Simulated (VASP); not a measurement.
# PbSe (Pm-3m) in VASP: a series of runs, part 2 of 2

VASP 6.6.1. The steps go on from the part before.

### 6 Single point, r2SCAN

This run uses another cell than the first one, of 26.56 Å³/atom, 0.961 times its volume.

POSCAR

```
PbSe
1.0
    3.7589231005      0.0000000000      0.0000000000
    0.0000000000      3.7589231005      0.0000000000
    0.0000000000      0.0000000000      3.7589231005
Pb Se
1 1
Direct
    0.0000000000      0.0000000000      0.0000000000
    0.5000000000      0.5000000000      0.5000000000
```

INCAR.step1

```
PREC = Accurate
ENCUT = 520
ISMEAR = -1
SIGMA = 0.05
LREAL = F
LASPH = T
NELM = 80
NBANDS = 17
GGA = PE
ALGO = Normal
EDIFF = 1E-4
LWAVE = T
LCHARG = F
```

INCAR.step2

```
PREC = Accurate
ENCUT = 520
EDIFF = 1E-6
ISMEAR = -1
SIGMA = 0.05
LREAL = F
LASPH = T
NELM = 80
ALGO = Normal
ISIF = 2
LWAVE = F
LCHARG = F
METAGGA = R2SCAN
LMIXTAU = T
NBANDS = 17
ISTART = 1
```

KPOINTS

```
regular mesh
0
Gamma
  7 7 7
```

Potentials or basis: VASP PAW PBE potentials, release 64 (Pb_d, Se).

Started as:

```console
> cat potpaw_PBE.64/Pb_d/POTCAR potpaw_PBE.64/Se/POTCAR > POTCAR
> cp INCAR.step1 INCAR
> mpirun -np 1 vasp_std > vasp.out
> cp INCAR.step2 INCAR
> mpirun -np 1 vasp_std > vasp.out
```

OUTCAR:

```text
PREC = Accurate
   ENCUT = 520
   EDIFF = 1E-6
   ISMEAR = -1
   LREAL = F
   LASPH = T
   NELM = 80
   ISIF = 2
   METAGGA = R2SCAN
   ISTART = 1

 ion  position               nearest neighbor table
   1  0.000  0.000  0.000-   2 3.26   2 3.26   2 3.26   2 3.26   2 3.26   2 3.26   2 3.26   2 3.26

   2  0.500  0.500  0.500-   1 3.26   1 3.26   1 3.26   1 3.26   1 3.26   1 3.26   1 3.26   1 3.26

  LATTYP: Found a simple cubic cell.
 ALAT       =     3.7589231005

  Lattice vectors:

 A1 = (   3.7589231005,   0.0000000000,   0.0000000000)
 A2 = (   0.0000000000,   3.7589231005,   0.0000000000)
 A3 = (   0.0000000000,   0.0000000000,   3.7589231005)

Analysis of symmetry for initial positions (statically):
=====================================================================
 Subroutine PRICEL returns:
 Original cell was already a primitive cell.

 Routine SETGRP: Setting up the symmetry group for a
 simple cubic supercell.

 Subroutine GETGRP returns: Found 48 space group operations
 (whereof 48 operations were pure point group operations)
 out of a pool of 48 trial point group operations.

The static configuration has the point symmetry O_h .

Analysis of symmetry for dynamics (positions and initial velocities):
=====================================================================
 Subroutine PRICEL returns:
 Original cell was already a primitive cell.

 Routine SETGRP: Setting up the symmetry group for a
 simple cubic supercell.

 Subroutine GETGRP returns: Found 48 space group operations
 (whereof 48 operations were pure point group operations)
 out of a pool of 48 trial point group operations.

The dynamic configuration has the point symmetry O_h .

 Subroutine INISYM returns: Found 48 space group operations
 (whereof 48 operations are pure point group operations),
 and found     1 'primitive' translations

----------------------------------------------------------------------------------------

                                     Primitive cell

  volume of cell :      53.1117

  direct lattice vectors                    reciprocal lattice vectors
     3.758923101  0.000000000  0.000000000     0.266033641  0.000000000  0.000000000
     0.000000000  3.758923101  0.000000000     0.000000000  0.266033641  0.000000000
     0.000000000  0.000000000  3.758923101     0.000000000  0.000000000  0.266033641

  length of vectors
     3.758923101  3.758923101  3.758923101     0.266033641  0.266033641  0.266033641

  position of ions in fractional coordinates (direct lattice)
     0.000000000  0.000000000  0.000000000
     0.500000000  0.500000000  0.500000000

  ion indices of the primitive-cell ions
   primitive index   ion index
                 1           1
                 2           2

----------------------------------------------------------------------------------------

 KPOINTS: regular mesh

Automatic generation of k-mesh.
 Grid dimensions read from file:
 generate k-points for:    7    7    7

 Generating k-lattice:

  Cartesian coordinates                     Fractional coordinates (reciprocal lattice)
     0.038004806  0.000000000  0.000000000     0.142857143  0.000000000  0.000000000
     0.000000000  0.038004806  0.000000000     0.000000000  0.142857143  0.000000000
     0.000000000  0.000000000  0.038004806     0.000000000  0.000000000  0.142857143

  Length of vectors
     0.038004806  0.038004806  0.038004806

  Shift w.r.t. Gamma in fractional coordinates (k-lattice)
     0.000000000  0.000000000  0.000000000

 Subroutine IBZKPT returns following result:
 ===========================================

 Found     20 irreducible k-points:

 Following reciprocal coordinates:
            Coordinates               Weight
  0.000000  0.000000  0.000000      1.000000
  0.142857  0.000000  0.000000      6.000000
  0.285714  0.000000  0.000000      6.000000
  0.428571  0.000000  0.000000      6.000000
  0.142857  0.142857  0.000000     12.000000
  0.285714  0.142857  0.000000     24.000000
[... 12 lines left out ...]
  0.428571  0.428571  0.285714     24.000000
  0.428571  0.428571  0.428571      8.000000
   k-points           NKPTS =     20   k-points in BZ     NKDIM =     20   number of bands    NBANDS=     17
   number of dos      NEDOS =    301   number of ions     NIONS =      2
   total plane-waves  NPLWV =  21952
   dimension x,y,z NGX =    28 NGY =   28 NGZ =   28
   dimension x,y,z NGXF=    56 NGYF=   56 NGZF=   56
   ions per type =               1   1
   NGX,Y,Z   is equivalent  to a cutoff of  12.38, 12.38, 12.38 a.u.
   NGXF,Y,Z  is equivalent  to a cutoff of  24.77, 24.77, 24.77 a.u.
 SYSTEM =  unknown system
   PREC   = accura    normal or accurate (medium, high low for compatibility)
   ISTART =      1    job   : 0-new  1-cont  2-samecut
   ICHARG =      0    charge: 1-file 2-atom 10-const
   ISPIN  =      1    spin polarized calculation?
   LNONCOLLINEAR =      F non collinear calculations
   LSORBIT =      F    spin-orbit coupling
   LASPH  =      T    aspherical Exc in radial PAW
   ENCUT  =  520.0 eV  38.22 Ry    6.18 a.u.   6.99  6.99  6.99*2*pi/ulx,y,z
   NELM   =     80;   NELMIN=  2; NELMDL=  0     # of ELM steps
   EDIFF  = 0.1E-05   stopping-criterion for ELM
   LREAL  =      F    real-space projection
   EDIFFG = 0.1E-04   stopping-criterion for IOM
   NSW    =      0    number of steps for IOM
   IBRION =     -1    ionic relax: 0-MD 1-quasi-New 2-CG
   NFREE  =      0    steps in history (QN), initial steepest desc. (CG)
   ISIF   =      2    stress and relaxation
   ISYM   =      2    0-nonsym 1-usesym 2-fastsym
   POTIM  = 0.5000    time-step for ionic-motion
   TEBEG  =    0.0;   TEEND  =   0.0 temperature during run
   PSTRESS=    0.0 pullay stress
   NELECT =      20.0000    total number of electrons
   NUPDOWN=      -1.0000    fix difference up-down
   EMIN   =  10.00;   EMAX   =-10.00  energy-range for DOS
   EFERMI =   0.00;   METHOD = LEGACY
   ISMEAR =    -1;   SIGMA  =   0.05  broadening in eV -4-tet -1-fermi 0-gaus
   EFERMI_NEDOS =   21; number of points for ismear=-14 and -15
   IALGO  =     38    algorithm
   IMIX   =      4    mixing-type and parameters
     AMIX     =   0.40;   BMIX     =  1.00
     AMIX_MAG =   1.60;   BMIX_MAG =  1.00
  volume/ion in A,a.u.               =      26.56       179.21
  Fermi-wavevector in a.u.,A,eV,Ry     =   1.182192  2.234019 19.015205  1.397578
  Thomas-Fermi vector in A             =   2.318451
   LORBIT       =      0    0 simple, 1 ext, 2 COOP (PROOUT), +10 PAW based schemes
   METAGGA = R2SCAN    functional components
   LHFCALC =     F    Hartree Fock is set to
   AEXX    =    0.0000 exact exchange contribution
   IVDW    =     0    specifies the selected vdW correction
   LEPSILON=     F    determine dielectric tensor
   LRPA    =     F    only Hartree local field effects (RPA)
 non-spin polarized calculation
  energy-cutoff  :      520.00
  volume of cell :       53.11
 maximum number of plane-waves:      1440
 NGX is ok and might be reduce to    28
   NGX = 13   NGY = 13   NGZ = 13

 number of electron      20.0000011 magnetization

 Free energy of the ion-electron system (eV)
  ---------------------------------------------------
  ext. energy  EPLUGINS =         0.00000000
  ---------------------------------------------------
  free energy    TOTEN  =       -71.40984458 eV

  energy without entropy =      -71.40031003  energy(sigma->0) =      -71.40507730

 E-fermi :   5.3891     XC(G=0): -10.5578

 val. band max:        5.3603333339   @ k =   0.1429   0.1429   0.1429
 cond. band min:       5.3925090498   @ k =   0.4286   0.4286   0.4286
 fundamental gap:      0.0321757159
 Fermi energy:         5.3891358900

 k-point     1 :       0.0000    0.0000    0.0000
  band No.  band energies     occupation
      1     -12.2374      2.00000
      2     -12.2374      2.00000
      3     -12.0757      2.00000
      4     -12.0757      2.00000
      5     -12.0757      2.00000
      6      -8.4154      2.00000
[... 9 lines left out ...]
     16      17.8727      0.00000
     17      18.8619      0.00000
[... 361 lines left out ...]
 k-point    20 :       0.4286    0.4286    0.4286
  band No.  band energies     occupation
      1     -12.1738      2.00000
      2     -12.1684      2.00000
      3     -12.1684      2.00000
      4     -12.0454      2.00000
      5     -12.0454      2.00000
      6      -6.3536      2.00000
[... 9 lines left out ...]
     16      19.5427      0.00000
     17      23.0968      0.00000

------------------------ aborting loop because EDIFF is reached ----------------------------------------

  FORCE on cell =-STRESS in cart. coord.  units (eV):
  Direction    XX          YY          ZZ          XY          YZ          ZX
  --------------------------------------------------------------------------------------
  -------------------------------------------------------------------------------------
  Total        0.0993869      0.0993869      0.0993869      0.0000000      0.0000000     -0.0000000
  in kB        2.9981241      2.9981241      2.9981241      0.0000000      0.0000000     -0.0000000
  external PRESSURE =       2.9981241 kB  Pullay stress =       0.0000000 kB

 VOLUME and BASIS-vectors are now :
 -----------------------------------------------------------------------------
  energy-cutoff  :      520.00
  volume of cell :       53.11
      direct lattice vectors                 reciprocal lattice vectors
     3.758923101  0.000000000  0.000000000     0.266033641  0.000000000  0.000000000
     0.000000000  3.758923101  0.000000000     0.000000000  0.266033641  0.000000000
     0.000000000  0.000000000  3.758923101     0.000000000  0.000000000  0.266033641

 POSITION                                       TOTAL-FORCE (eV/Angst)
 -----------------------------------------------------------------------------------
      0.00000      0.00000      0.00000         0.000000      0.000000      0.000000
      1.87946      1.87946      1.87946         0.000000      0.000000      0.000000
 -----------------------------------------------------------------------------------
    total drift:                               -0.000000      0.000000     -0.000000

  FREE ENERGIE OF THE ION-ELECTRON SYSTEM (eV)
  ---------------------------------------------------
  free  energy   TOTEN  =       -71.4098445756 eV

  energy  without entropy=      -71.4003100276  energy(sigma->0) =      -71.40507730
```

OUTCAR.step1:

```text
PREC = Accurate
   ENCUT = 520
   ISMEAR = -1
   LREAL = F
   LASPH = T
   NELM = 80
[... 613 lines left out ...]
 -----------------------------------------------------------------------------------
      0.00000      0.00000      0.00000         0.000000      0.000000      0.000000
      1.87946      1.87946      1.87946         0.000000      0.000000      0.000000
 -----------------------------------------------------------------------------------
    total drift:                               -0.000000      0.000000      0.000000

  FREE ENERGIE OF THE ION-ELECTRON SYSTEM (eV)
  ---------------------------------------------------
  free  energy   TOTEN  =        -7.7172202586 eV

  energy  without entropy=       -7.7068128792  energy(sigma->0) =       -7.71201657
```

Wall time 59 s (1 thread of Intel Xeon Platinum 8259CL at 2.50GHz (Skylake/Cascade Lake), shared host); peak memory 0.17 GiB.

What came out:

```
Free energy            : -71.4098 eV
Pressure               : 0.3 GPa
Band gap on the k mesh : 0.03 eV, indirect (least direct gap 1.40 eV)
```

Caveat: the PAW data sets were made with another functional, which shifts forces and pressure a little; spin-orbit coupling is left out, which moves the levels of the heavy elements.

### 7 The runs side by side

```tsv
level	potentials or basis	cell	gap on the mesh (eV)	pressure (GPa)
LDA	VASP PAW LDA potentials, release 64 (Pb_d, Se)	a = 3.809 Å, 2 atoms	none	-5.5
PBEsol	VASP PAW PBE potentials, release 64 (Pb_d, Se)	a = 3.809 Å, 2 atoms	none	-4.0
r2SCAN	VASP PAW PBE potentials, release 64 (Pb_d, Se)	a = 3.707 Å, 2 atoms	none	2.6
r2SCAN	VASP PAW PBE potentials, release 64 (Pb_d, Se)	a = 3.733 Å, 2 atoms	none	1.4
r2SCAN	VASP PAW PBE potentials, release 64 (Pb_d, Se)	a = 3.759 Å, 2 atoms	0.03	0.3
```

Alike in all rows: task single point; no spin polarisation; k mesh 7 × 7 × 7; cutoff (eV) 520; smearing fermi-dirac 0.05 eV.

Caveats: spin-orbit coupling is left out, which moves the levels of the heavy elements; the PAW data sets were made with another functional, which shifts forces and pressure a little (some runs).

Absolute energies hang on the potentials; compare differences alone.
